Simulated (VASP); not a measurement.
# Au (Immm) in VASP: single point with r2SCAN

Aim: the single point of Au with r2SCAN.

Everything below comes from runs of VASP 6.6.1. Logs are shortened: lines on timing, memory, paths and dates and some standing lists are left out, and cuts for length are marked.

### Step 1. The cell of the first run

The structure is orthorhombic, space group Immm (No. 71). The conventional cell has a = 2.902 Å, b = 2.931 Å, c = 4.124 Å, α = 90.00°, β = 90.00°, γ = 90.00°. Within 3.8 Å of Au (site symmetry mmm) lie 12 Au at 2.90 to 2.93 Å.

### Step 2. Single point, r2SCAN (strain +0.0100 x Voigt [0, 0, 0, 1, 0, 0])

The input, POSCAR:

```
Au
1.0
    0.0000000000      2.0723794348      2.0723794348
    2.0620690894      0.0103103454      2.0620690894
    2.0620690894      2.0620690894      0.0103103454
Au
1
Direct
    0.0000000000      0.0000000000      0.0000000000
```

The input, INCAR.step1:

```
  PREC = Accurate
  ENCUT = 520
  ISMEAR = 0
  SIGMA = 0.15
  LREAL = F
  LASPH = T
  NELM = 100
  NBANDS = 12
  GGA = PE
  ALGO = Normal
  EDIFF = 1E-4
  LWAVE = T
  LCHARG = F
```

The input, INCAR.step2:

```
  PREC = Accurate
  ENCUT = 520
  EDIFF = 1E-6
  ISMEAR = 0
  SIGMA = 0.15
  LREAL = F
  LASPH = T
  NELM = 100
  ALGO = Normal
  ISIF = 2
  LWAVE = F
  LCHARG = T
  METAGGA = R2SCAN
  LMIXTAU = T
  LELF = T
  LVHAR = T
  NBANDS = 12
  ISTART = 1
```

The input, KPOINTS:

```
regular mesh
0
Gamma
  24 24 24
```

Potentials or basis: VASP PAW PBE potentials, release 64 (Au).

Command:

```console
> cat potpaw_PBE.64/Au/POTCAR > POTCAR
> cp INCAR.step1 INCAR
> mpirun -np 1 vasp_std > vasp.out
> cp INCAR.step2 INCAR
> mpirun -np 1 vasp_std > vasp.out
```

OUTCAR:

```text
PREC = Accurate
   ENCUT = 520
   EDIFF = 1E-6
   ISMEAR = 0
   LREAL = F
   LASPH = T
   NELM = 100
   ISIF = 2
   METAGGA = R2SCAN
   ISTART = 1

 ion  position               nearest neighbor table
   1  0.000  0.000  0.000-

  LATTYP: Found a body centered orthorhombic cell.
 ALAT       =     2.9016250425
 B/A-ratio  =     1.0100502512
 C/A-ratio  =     1.4213201632

  Lattice vectors:

 A1 = (  -2.0620690894,   2.0620690894,   0.0103103454)
 A2 = (  -2.0620690894,  -2.0620690894,  -0.0103103454)
 A3 = (   2.0620690894,   0.0103103454,   2.0620690894)

Analysis of symmetry for initial positions (statically):
=====================================================================
 Subroutine PRICEL returns:
 Original cell was already a primitive cell.

 Routine SETGRP: Setting up the symmetry group for a
 body centered orthorhombic supercell.

 Subroutine GETGRP returns: Found  8 space group operations
 (whereof  8 operations were pure point group operations)
 out of a pool of  8 trial point group operations.

The static configuration has the point symmetry D_2h.

Analysis of symmetry for dynamics (positions and initial velocities):
=====================================================================
 Subroutine PRICEL returns:
 Original cell was already a primitive cell.

 Routine SETGRP: Setting up the symmetry group for a
 body centered orthorhombic supercell.

 Subroutine GETGRP returns: Found  8 space group operations
 (whereof  8 operations were pure point group operations)
 out of a pool of  8 trial point group operations.

The dynamic configuration has the point symmetry D_2h.

 Subroutine INISYM returns: Found  8 space group operations
 (whereof  8 operations are pure point group operations),
 and found     1 'primitive' translations

----------------------------------------------------------------------------------------

                                     Primitive cell

  volume of cell :      17.5359

  direct lattice vectors                    reciprocal lattice vectors
     0.000000000  2.072379435  2.072379435    -0.242474902  0.241268559  0.241268559
     2.062069089  0.010310345  2.062069089     0.242474902 -0.243693369  0.243693369
     2.062069089  2.062069089  0.010310345     0.242474902  0.243693369 -0.243693369

  length of vectors
     2.930787103  2.916224299  2.916224299     0.418587044  0.421386988  0.421386988

  position of ions in fractional coordinates (direct lattice)
     0.000000000  0.000000000  0.000000000

  ion indices of the primitive-cell ions
   primitive index   ion index
                 1           1

----------------------------------------------------------------------------------------

 KPOINTS: regular mesh

Automatic generation of k-mesh.
 Grid dimensions read from file:
 generate k-points for:   24   24   24

 Generating k-lattice:

  Cartesian coordinates                     Fractional coordinates (reciprocal lattice)
    -0.010103121  0.010052857  0.010052857     0.041666667  0.000000000  0.000000000
     0.010103121 -0.010153890  0.010153890     0.000000000  0.041666667 -0.000000000
     0.010103121  0.010153890 -0.010153890     0.000000000  0.000000000  0.041666667

  Length of vectors
     0.017441127  0.017557791  0.017557791

  Shift w.r.t. Gamma in fractional coordinates (k-lattice)
     0.000000000  0.000000000  0.000000000

 Subroutine IBZKPT returns following result:
 ===========================================

 Found   1963 irreducible k-points:

 Following reciprocal coordinates:
            Coordinates               Weight
  0.000000  0.000000  0.000000      1.000000
  0.041667  0.000000  0.000000      4.000000
  0.083333  0.000000  0.000000      4.000000
  0.125000  0.000000  0.000000      4.000000
  0.166667  0.000000  0.000000      4.000000
  0.208333  0.000000  0.000000      4.000000
[... 16 lines left out ...]
  0.375000  0.041667  0.000000      8.000000
  0.416667  0.041667 -0.000000      8.000000
 [... further k-points ...]
   k-points           NKPTS =   1963   k-points in BZ     NKDIM =   1963   number of bands    NBANDS=     12
   number of dos      NEDOS =    301   number of ions     NIONS =      1
   total plane-waves  NPLWV =  13824
   dimension x,y,z NGX =    24 NGY =   24 NGZ =   24
   dimension x,y,z NGXF=    48 NGYF=   48 NGZF=   48
   ions per type =               1
   NGX,Y,Z   is equivalent  to a cutoff of  13.61, 13.68, 13.68 a.u.
   NGXF,Y,Z  is equivalent  to a cutoff of  27.23, 27.36, 27.36 a.u.
 SYSTEM =  unknown system
   PREC   = accura    normal or accurate (medium, high low for compatibility)
   ISTART =      1    job   : 0-new  1-cont  2-samecut
   ICHARG =      0    charge: 1-file 2-atom 10-const
   ISPIN  =      1    spin polarized calculation?
   LNONCOLLINEAR =      F non collinear calculations
   LSORBIT =      F    spin-orbit coupling
   LASPH  =      T    aspherical Exc in radial PAW
   ENCUT  =  520.0 eV  38.22 Ry    6.18 a.u.   5.45  5.42  5.42*2*pi/ulx,y,z
   NELM   =    100;   NELMIN=  2; NELMDL=  0     # of ELM steps
   EDIFF  = 0.1E-05   stopping-criterion for ELM
   LREAL  =      F    real-space projection
   EDIFFG = 0.1E-04   stopping-criterion for IOM
   NSW    =      0    number of steps for IOM
   IBRION =     -1    ionic relax: 0-MD 1-quasi-New 2-CG
   NFREE  =      0    steps in history (QN), initial steepest desc. (CG)
   ISIF   =      2    stress and relaxation
   ISYM   =      2    0-nonsym 1-usesym 2-fastsym
   POTIM  = 0.5000    time-step for ionic-motion
   TEBEG  =    0.0;   TEEND  =   0.0 temperature during run
   PSTRESS=    0.0 pullay stress
   NELECT =      11.0000    total number of electrons
   NUPDOWN=      -1.0000    fix difference up-down
   EMIN   =  10.00;   EMAX   =-10.00  energy-range for DOS
   EFERMI =   0.00;   METHOD = LEGACY
   ISMEAR =     0;   SIGMA  =   0.15  broadening in eV -4-tet -1-fermi 0-gaus
   EFERMI_NEDOS =   21; number of points for ismear=-14 and -15
   IALGO  =     38    algorithm
   IMIX   =      4    mixing-type and parameters
     AMIX     =   0.40;   BMIX     =  1.00
     AMIX_MAG =   1.60;   BMIX_MAG =  1.00
  volume/ion in A,a.u.               =      17.54       118.34
  Fermi-wavevector in a.u.,A,eV,Ry     =   1.401402  2.648266 26.720865  1.963928
  Thomas-Fermi vector in A             =   2.524267
   LORBIT       =      0    0 simple, 1 ext, 2 COOP (PROOUT), +10 PAW based schemes
   METAGGA = R2SCAN    functional components
   LHFCALC =     F    Hartree Fock is set to
   AEXX    =    0.0000 exact exchange contribution
   IVDW    =     0    specifies the selected vdW correction
   LEPSILON=     F    determine dielectric tensor
   LRPA    =     F    only Hartree local field effects (RPA)
 non-spin polarized calculation
 Gauss-broadening in eV      SIGMA  =   0.15
  energy-cutoff  :      520.00
  volume of cell :       17.54
 maximum number of plane-waves:       497
 NGX is ok and might be reduce to    24
   NGX = 11   NGY = 11   NGZ = 11

 number of electron      11.0000001 magnetization

 Free energy of the ion-electron system (eV)
  ---------------------------------------------------
  ext. energy  EPLUGINS =         0.00000000
  ---------------------------------------------------
  free energy    TOTEN  =       -50.59738533 eV

  energy without entropy =      -50.59481583  energy(sigma->0) =      -50.59610058

 E-fermi :   8.8781     XC(G=0): -13.4265

 val. band max:        8.8776142269   @ k =   0.0000   0.4583   0.3333
 cond. band min:       8.8955007955   @ k =   0.3333   0.4583   0.0000
 fundamental gap:      0.0178865686
 Fermi energy:         8.8781269594

 k-point     1 :       0.0000    0.0000    0.0000
  band No.  band energies     occupation
      1      -0.9238      2.00000
      2       4.0204      2.00000
      3       4.0626      2.00000
      4       4.1106      2.00000
      5       5.5225      2.00000
      6       5.5231      2.00000
      7      24.2088      0.00000
      8      27.9600      0.00000
      9      28.1332      0.00000
     10      28.3017      0.00000
     11      33.3081      0.00000
     12      37.3214      0.00000

 k-point     2 :       0.0417    0.0000    0.0000
  band No.  band energies     occupation
      1      -0.8628      2.00000
      2       4.0099      2.00000
      3       4.0743      2.00000
      4       4.1313      2.00000
      5       5.5140      2.00000
      6       5.5145      2.00000
      7      24.2747      0.00000
      8      27.5813      0.00000
      9      28.1555      0.00000
     10      28.3688      0.00000
     11      33.6779      0.00000
     12      36.4618      0.00000

 k-point     3 :       0.0833    0.0000    0.0000
  band No.  band energies     occupation
      1      -0.6826      2.00000
      2       3.9642      2.00000
      3       4.1242      2.00000
      4       4.1891      2.00000
      5       5.4932      2.00000
      6       5.4937      2.00000
      7      24.4399      0.00000
      8      26.5905      0.00000
      9      28.3464      0.00000
     10      28.5625      0.00000
     11      33.9568      0.00000
     12      35.7864      0.00000
[... 286 lines left out ...]
 k-point    23 :       0.3750    0.0417    0.0000
  band No.  band energies     occupation
      1       1.5155      2.00000
      2       4.1252      2.00000
      3       4.2054      2.00000
      4       5.2479      2.00000
      5       6.3840      2.00000
      6       6.4312      2.00000
      7      15.7621      0.00000
      8      24.3779      0.00000
      9      27.0833      0.00000
     10      28.0540      0.00000
     11      33.2801      0.00000
     12      33.5007      0.00000

 k-point    24 :       0.4167    0.0417   -0.0000
  band No.  band energies     occupation
      1       1.5549      2.00000
      2       4.0603      2.00000
      3       4.1404      2.00000
      4       5.8851      2.00000
      5       6.5580      2.00000
      6       6.9581      2.00000
      7      14.1740      0.00000
      8      24.0806      0.00000
      9      26.6983      0.00000
     10      27.3306      0.00000
     11      33.8775      0.00000
     12      34.0282      0.00000

 [... further k-points ...]
[... 5 lines left out ...]
  --------------------------------------------------------------------------------------
  -------------------------------------------------------------------------------------
  Total        0.0359504      0.0367696      0.0367696      0.0000000     -0.0422157      0.0000000
  in kB        3.2846228      3.3594728      3.3594728      0.0000000     -3.8570581      0.0000000
  external PRESSURE =       3.3345228 kB  Pullay stress =       0.0000000 kB

 VOLUME and BASIS-vectors are now :
 -----------------------------------------------------------------------------
  energy-cutoff  :      520.00
  volume of cell :       17.54
      direct lattice vectors                 reciprocal lattice vectors
     0.000000000  2.072379435  2.072379435    -0.242474902  0.241268559  0.241268559
     2.062069089  0.010310345  2.062069089     0.242474902 -0.243693369  0.243693369
     2.062069089  2.062069089  0.010310345     0.242474902  0.243693369 -0.243693369

 POSITION                                       TOTAL-FORCE (eV/Angst)
 -----------------------------------------------------------------------------------
      0.00000      0.00000      0.00000         0.000000      0.000000      0.000000
 -----------------------------------------------------------------------------------
    total drift:                                0.000000      0.000000     -0.000000

  FREE ENERGIE OF THE ION-ELECTRON SYSTEM (eV)
  ---------------------------------------------------
  free  energy   TOTEN  =       -50.5973853265 eV

  energy  without entropy=      -50.5948158308  energy(sigma->0) =      -50.59610058
```

It took 23 min on 1 thread of Intel Xeon 8259CL, shared host; peak memory 0.5 GiB.

Results:

- Free energy: -50.5974 eV
- Pressure: 0.3 GPa

Levels at points of the mesh, in eV from the Fermi level:
```
           k point  band 2  band 3  band 4  band 5  band 6  band 7  band 8  band 9  band 10  band 11
(0.00, 0.00, 0.00)   -4.86   -4.82   -4.77   -3.36   -3.36   15.33   19.08   19.26    19.42    24.43
(0.50, 0.00, 0.00)   -4.89   -4.81   -2.20   -2.15   -0.72    2.93   14.85   17.70    17.82    25.50
(0.00, 0.50, 0.00)   -4.90   -4.82   -2.18   -2.13   -0.65    3.07   14.77   17.54    17.66    25.39
(0.50, 0.50, 0.00)   -6.83   -2.23   -1.84   -1.84    1.25    5.75   10.42   10.42    17.72    20.17
(0.00, 0.50, 0.50)   -6.82   -2.23   -1.85   -1.84    1.25    5.75   10.23   10.60    17.71    20.18
```

Caveat: the cell differs from its parent crystal (strain +0.0100 x Voigt [0, 0, 0, 1, 0, 0]); the PAW data sets were made with another functional, which shifts forces and pressure a little; spin-orbit coupling is left out, which moves the levels of the heavy elements.
